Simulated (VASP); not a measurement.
# Pd in VASP: further runs

Runs on Pd. Level: PBE. Tasks: single point.

Program: VASP 6.6.1. These are calculated values, not measurements. Logs are shortened: lines on timing, memory, paths and dates and some standing lists are left out, and cuts for length are marked.

**1. The cell of the first run**

The cell holds a slab with vacuum, 16 atoms: a = 7.780 Å, b = 5.501 Å, c = 16.126 Å, α = 90.00°, β = 90.00°, γ = 90.00°.

**2. Single point, PBE**

File INCAR:

```
SYSTEM = Pd
ALGO = Normal
EDIFF = 1E-7
ENCUT = 520
GGA = PE
ISIF = 2
ISMEAR = -1
LASPH = .TRUE.
LCHARG = .FALSE.
LREAL = Auto
LWAVE = .FALSE.
NBANDS = 94
NELM = 100
PREC = Accurate
SIGMA = 0.1
```

File KPOINTS:

```
k-points
0
G
  2 2 1
  0 0 0
```

File POSCAR:

```
Pd
1.0
    7.7800000000      0.0000000000      0.0000000000
    0.0000000000      5.5012910000      0.0000000000
    0.0000000000      0.0000000000     16.1259680000
Pd
16
Direct
    0.2500000000      0.2499958646      0.0620117812
    0.7500000000      0.2499958646      0.0620117812
    0.2500000000      0.7500057714      0.0620117812
    0.7500000000      0.7500057714      0.0620117812
   -0.0075449871      0.0104884472      0.1576153444
    0.4845501285     -0.0039627062      0.1503475636
   -0.0093444730      0.4945566413      0.1593144672
    0.5053341902      0.5001371496      0.1406923293
    0.2642159383      0.2292916335      0.2477618708
    0.7466580977      0.2205664089      0.2666692629
    0.2435861183      0.7694375738      0.2438117203
    0.7395115681      0.7080338052      0.2426334965
   -0.0325192802     -0.1004855042      0.3180832307
    0.4741516710     -0.0564231196      0.3489154884
    0.1216580977      0.4566746242      0.3538516261
    0.5072622108      0.4466224383      0.3317940356
```

Potentials or basis: VASP PAW PBE potentials, release 64 (Pd).

Launch:

```sh
> cat potpaw_PBE.64/Pd/POTCAR > POTCAR
> mpirun -np 1 vasp_std > vasp.out
```

OUTCAR:

```text
SYSTEM = Pd
   EDIFF = 1E-7
   ENCUT = 520
   GGA = PE
   ISIF = 2
   ISMEAR = -1
   LASPH = .TRUE.
   LREAL = Auto
   NELM = 100
   PREC = Accurate

 ion  position               nearest neighbor table
   1  0.250  0.250  0.062-   6 2.70   8 2.73   3 2.75   3 2.75   5 2.85   7 2.89   9 3.00
   2  0.750  0.250  0.062-   8 2.67   4 2.75   4 2.75   5 2.77   7 2.79   6 2.87  10 3.30
   3  0.250  0.750  0.062-   6 2.68   8 2.73   1 2.75   1 2.75   5 2.91   7 2.92  11 2.93
   4  0.750  0.750  0.062-   8 2.67   2 2.75   2 2.75   7 2.82   5 2.83   6 2.85  12 2.92
   5  0.992  0.010  0.158-   7 2.66  13 2.67  11 2.74   2 2.77   4 2.83   9 2.83   7 2.84  10 2.84
                             1 2.85   3 2.91  12 2.92
   6  0.485  0.996  0.150-   9 2.66   3 2.68   1 2.70  11 2.71   8 2.74   8 2.78   4 2.85   2 2.87
                            12 2.94  10 3.03  14 3.22
   7  0.991  0.495  0.159-  12 2.65   5 2.66   2 2.79   4 2.82  11 2.83   5 2.84   1 2.89   3 2.92
                             9 2.95  10 2.98  15 3.31  13 3.40
   8  0.505  0.500  0.141-   4 2.67   2 2.67  12 2.71   3 2.73   1 2.73   6 2.74   6 2.78   9 2.95
                            11 3.02  16 3.10  10 3.17
   9  0.264  0.229  0.248-  15 2.39  11 2.54  16 2.62   6 2.66  14 2.79   5 2.83   7 2.95   8 2.95
                            11 2.98   1 3.00  13 3.15
  10  0.747  0.221  0.267-  16 2.47  13 2.60  12 2.71   5 2.84  12 2.85  14 2.93   7 2.98   6 3.03
                             8 3.17   2 3.30
  11  0.244  0.769  0.244-   9 2.54  13 2.56  14 2.65  15 2.65   6 2.71   5 2.74   7 2.83   3 2.93
                             9 2.98   8 3.02  16 3.06
  12  0.740  0.708  0.243-  13 2.39   7 2.65   8 2.71  10 2.71  16 2.72  10 2.85   5 2.92   4 2.92
                             6 2.94  14 2.98
  13  0.967  0.900  0.318-  12 2.39  11 2.56  10 2.60   5 2.67  15 2.78   9 3.15  15 3.34   7 3.40

  14  0.474  0.944  0.349-  11 2.65  16 2.76   9 2.79  16 2.79  10 2.93  12 2.98   6 3.22
  15  0.122  0.457  0.354-   9 2.39  11 2.65  13 2.78  16 3.02   7 3.31  13 3.34
  16  0.507  0.447  0.332-  10 2.47   9 2.62  12 2.72  14 2.76  14 2.79  15 3.02  11 3.06   8 3.10

  LATTYP: Found a simple orthorhombic cell.
 ALAT       =     5.5012910000
 B/A-ratio  =     1.4142135001
 C/A-ratio  =     2.9313061243

  Lattice vectors:

 A1 = (   0.0000000000,  -5.5012910000,   0.0000000000)
 A2 = (   7.7800000000,   0.0000000000,   0.0000000000)
 A3 = (   0.0000000000,   0.0000000000,  16.1259680000)

Analysis of symmetry for initial positions (statically):
=====================================================================
 Subroutine PRICEL returns:
 Original cell was already a primitive cell.

 Routine SETGRP: Setting up the symmetry group for a
 simple orthorhombic supercell.

 Subroutine GETGRP returns: Found  1 space group operations
 (whereof  1 operations were pure point group operations)
 out of a pool of  8 trial point group operations.

[... 134 lines left out ...]
   EMIN   =  10.00;   EMAX   =-10.00  energy-range for DOS
   EFERMI =   0.00;   METHOD = LEGACY
   ISMEAR =    -1;   SIGMA  =   0.10  broadening in eV -4-tet -1-fermi 0-gaus
   EFERMI_NEDOS =   21; number of points for ismear=-14 and -15
   IALGO  =     38    algorithm
   IMIX   =      4    mixing-type and parameters
     AMIX     =   0.40;   BMIX     =  1.00
     AMIX_MAG =   1.60;   BMIX_MAG =  1.00
  volume/ion in A,a.u.               =      43.14       291.10
  Fermi-wavevector in a.u.,A,eV,Ry     =   1.005676  1.900452 13.760722  1.011385
  Thomas-Fermi vector in A             =   2.138371
   LORBIT       =      0    0 simple, 1 ext, 2 COOP (PROOUT), +10 PAW based schemes
   GGA     = PE    functional components
   LHFCALC =     F    Hartree Fock is set to
   AEXX    =    0.0000 exact exchange contribution
   IVDW    =     0    specifies the selected vdW correction
   LEPSILON=     F    determine dielectric tensor
   LRPA    =     F    only Hartree local field effects (RPA)
 non-spin polarized calculation
  energy-cutoff  :      520.00
  volume of cell :      690.19
 maximum number of plane-waves:     18652
 NGX is ok and might be reduce to    60
   NGX = 29   NGY = 21   NGZ = 59

 number of electron     160.0000009 magnetization

 Free energy of the ion-electron system (eV)
  ---------------------------------------------------
  ext. energy  EPLUGINS =         0.00000000
  ---------------------------------------------------
  free energy    TOTEN  =       -73.63677717 eV

  energy without entropy =      -72.52527532  energy(sigma->0) =      -73.08102625

 E-fermi :   0.0720     XC(G=0):  -5.8133

 val. band max:        0.0633745943   @ k =   0.5000   0.5000   0.0000
 cond. band min:       0.0765840799   @ k =   0.5000   0.0000   0.0000
 fundamental gap:      0.0132094856
 Fermi energy:         0.0719876751

 k-point     1 :       0.0000    0.0000    0.0000
  band No.  band energies     occupation
      1      -5.5630      2.00000
      2      -4.6896      2.00000
      3      -4.4870      2.00000
      4      -4.4408      2.00000
      5      -4.2890      2.00000
      6      -4.2704      2.00000
[... 369 lines left out ...]
     91       3.1897      0.00000
     92       3.3115      0.00000
 [bands above 92 left out]

------------------------ aborting loop because EDIFF is reached ----------------------------------------

  FORCE on cell =-STRESS in cart. coord.  units (eV):
  Direction    XX          YY          ZZ          XY          YZ          ZX
  --------------------------------------------------------------------------------------
  -------------------------------------------------------------------------------------
  Total       -8.6924649    -10.1307165     -4.6283698     -1.2550819      3.4601635     -0.6396943
  in kB      -20.1782510    -23.5169360    -10.7440649     -2.9134841      8.0322497     -1.4849541
  external PRESSURE =     -18.1464173 kB  Pullay stress =       0.0000000 kB

 VOLUME and BASIS-vectors are now :
 -----------------------------------------------------------------------------
  energy-cutoff  :      520.00
  volume of cell :      690.19
      direct lattice vectors                 reciprocal lattice vectors
     7.780000000  0.000000000  0.000000000     0.128534704  0.000000000  0.000000000
     0.000000000  5.501291000  0.000000000     0.000000000  0.181775514  0.000000000
     0.000000000  0.000000000 16.125968000     0.000000000  0.000000000  0.062011781

 POSITION                                       TOTAL-FORCE (eV/Angst)
 -----------------------------------------------------------------------------------
      1.94500      1.37530      1.00000        -0.410763      0.120995      0.568877
      5.83500      1.37530      1.00000         0.108121     -0.169519      0.633470
      1.94500      4.12600      1.00000        -0.465105     -0.070609      0.505769
      5.83500      4.12600      1.00000         0.164220      0.209792      0.458330
      7.72130      0.05770      2.54170        -0.069925     -0.251500     -0.606526
      3.76980      5.47949      2.42450         1.180371      0.171203      0.134401
[... 8 lines left out ...]
      0.94650      2.51230      5.70620        -0.970039      0.628065      0.901686
      3.94650      2.45700      5.35050        -1.178668      0.762935      0.353899
 -----------------------------------------------------------------------------------
    total drift:                                0.005600      0.000063      0.008469

  FREE ENERGIE OF THE ION-ELECTRON SYSTEM (eV)
  ---------------------------------------------------
  free  energy   TOTEN  =       -73.6367771726 eV

  energy  without entropy=      -72.5252753210  energy(sigma->0) =      -73.08102625
```

stdout:

```text
POSCAR found type information on POSCAR Pd
 POSCAR found :  1 types and      16 ions
 scaLAPACK will be used
 LDA part: xc-table for (Slater+PW92), standard interpolation
 POSCAR, INCAR and KPOINTS ok, starting setup
 FFT: planning ... GRIDC
 FFT: planning ... GRID_SOFT
 FFT: planning ... GRID
 WAVECAR not read
 entering main loop
```

It took 9.1 min on 1 thread of AMD EPYC 9R45 (Zen 5), shared host; peak memory 0.62 GiB.

Results:

```yaml
Free_energy: -73.6368 eV
Largest_force: 2.132 eV/Å
Band_gap_on_the_k_mesh: zero (bands 80 and 81 overlap by 0.16 eV)
```

Forces on the atoms (eV/Å):
```
Pd  -0.411  0.121  0.569
Pd   0.108 -0.170  0.633
Pd  -0.465 -0.071  0.506
Pd   0.164  0.210  0.458
Pd  -0.070 -0.252 -0.607
Pd   1.180  0.171  0.134
Pd   0.520  0.078 -0.040
Pd  -0.431 -0.321  0.592
Pd   0.199  0.170 -1.760
Pd   0.408 -0.366 -1.132
Pd   0.738 -1.838 -0.715
Pd  -1.606 -0.024 -0.680
Pd   1.222  0.784  1.561
Pd   0.592  0.116 -0.776
Pd  -0.970  0.628  0.902
Pd  -1.179  0.763  0.354
```

Caveat: the k points lie up to 0.57 Å⁻¹ apart; there is no dipole correction, which matters where the two faces differ.

**3. Single point, PBE**

File INCAR:

```
SYSTEM = Pd
  PREC = Accurate
  ENCUT = 520
  EDIFF = 1E-6
  ISMEAR = -1
  SIGMA = 0.1
  LREAL = Auto
  LASPH = .True.
  NELM = 60
  ALGO = Normal
  ISIF = 2
  LWAVE = .False.
  LCHARG = .False.
  GGA = PE
  NBANDS = 94
```

File KPOINTS:

```
regular mesh
0
Gamma
  2 2 1
  0 0 0
```

File POSCAR:

```
Pd
1.0
    7.7800000000      0.0000000000      0.0000000000
    0.0000000000      5.5012910000      0.0000000000
    0.0000000000      0.0000000000     16.1259680000
Pd
16
Direct
    0.2500000000      0.2499958646      0.0620117812
    0.7500000000      0.2499958646      0.0620117812
    0.2500000000      0.7500057714      0.0620117812
    0.7500000000      0.7500057714      0.0620117812
    0.0348714653     -0.0274117475      0.1570014278
    0.4980077121      0.0058895267      0.1619933761
   -0.0368637532      0.4574562589      0.1667310762
    0.5201928021      0.4526937404      0.1419759732
    0.2639845758      0.2015890452      0.2279305031
    0.7459125964      0.1986806370      0.2437249038
    0.2286503856      0.7124509501      0.2499756914
    0.7542802057      0.7572040817      0.2293257682
   -0.0497943445     -0.0529148522      0.3611690163
    0.4777892031     -0.0337375354      0.3215682928
    0.0742673522      0.3837462879      0.3315025802
    0.4822236504      0.4376609054      0.3384851068
```

Potentials or basis: VASP PAW PBE potentials, release 64 (Pd).

Launch:

```sh
> cat potpaw_PBE.64/Pd/POTCAR > POTCAR
> mpirun -np 1 vasp_std > vasp.out
```

Run time: 8.4 min. Hardware: 1 thread of AMD EPYC 9R45 (Zen 5), shared host; peak memory 0.63 GiB.

The run converged. Its results:

* Free energy: -72.3116 eV
* Largest force: 4.123 eV/Å
* Band gap on the k mesh: zero (bands 80 and 81 overlap by 0.17 eV)

Forces in eV/Å, atoms in the order of the input:
```
Pd  -0.142  0.136 -0.020
Pd   0.824 -0.748 -0.403
Pd   0.501 -0.414  0.573
Pd   0.201  0.169  0.260
Pd  -2.343 -0.243 -0.811
Pd   0.691 -3.066 -2.669
Pd   1.990  0.464 -0.811
Pd  -1.156  2.600  0.753
Pd  -0.682  1.838  0.958
Pd   0.282  1.720  1.360
Pd   0.720 -0.208 -0.160
Pd  -0.363 -1.786  1.078
Pd   0.077 -0.416 -1.151
Pd   0.808 -1.021  1.307
Pd  -1.216  0.176  0.843
Pd  -0.191  0.798 -1.107
```

Levels at points of the mesh, in eV from the Fermi level:
| k point | band 78 | band 79 | band 80 | band 81 | band 82 | band 83 |
| --- | --- | --- | --- | --- | --- | --- |
| (0.00, 0.00, 0.00) | -0.03 | 0.00 | 0.01 | 0.09 | 0.12 | 0.15 |
| (0.50, 0.00, 0.00) | -0.10 | -0.05 | 0.01 | 0.03 | 0.11 | 0.14 |
| (0.00, 0.50, 0.00) | -0.23 | -0.15 | -0.13 | -0.07 | 0.04 | 0.10 |
| (0.50, 0.50, 0.00) | -0.24 | -0.20 | -0.18 | -0.16 | -0.09 | -0.03 |

Caveat: the k points lie up to 0.57 Å⁻¹ apart; the atoms stand as in a frame of molecular dynamics; there is no dipole correction, which matters where the two faces differ.

[end of part 1 of 2]
